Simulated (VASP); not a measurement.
A run of VASP 6.6.1:

The input INCAR:

```
PREC     = Accurate       # precision mode
ENCUT    = 520            # plane-wave cutoff, eV
EDIFF    = 1E-6           # SCF threshold, eV
ISMEAR   = -1             # smearing method
SIGMA    = 0.08           # smearing width, eV
LREAL    = False          # projectors in reciprocal space
LASPH    = True           # aspherical terms in the spheres
NELM     = 60             # most SCF steps
ALGO     = Normal         # electronic algorithm
ISIF     = 2              # what is computed and relaxed
LWAVE    = False          # write WAVECAR
LCHARG   = False          # write CHGCAR
GGA      = PE             # functional
NBANDS   = 16             # bands
```

Contents of KPOINTS:

```
regular mesh
0
Gamma
  15 15 15
```

POSCAR

```
CdS
1.0
    0.0000000000      2.3512661938      2.3512661938
    2.3512661938      0.0000000000      2.3512661938
    2.3512661938      2.3512661938      0.0000000000
Cd S
1 1
Direct
    0.0000000000      0.0000000000      0.0000000000
    0.5000000000      0.5000000000      0.5000000000
```

Potentials or basis: VASP PAW PBE potentials, release 64 (Cd, S).

Launch:

```console
$ cat potpaw_PBE.64/Cd/POTCAR potpaw_PBE.64/S/POTCAR > POTCAR
$ mpirun -np 1 vasp_std > vasp.out
```

Hardware: 1 thread of Intel(R) Xeon(R) 6975P-C (Granite Rapids) (shared host).

Question: Estimate the wall time of this run.

Answer: It took 22 s on 1 thread of Intel(R) Xeon(R) 6975P-C (Granite Rapids), on a shared host, peak memory 0.19 GiB. Counts: scf iterations 12, k points 120.
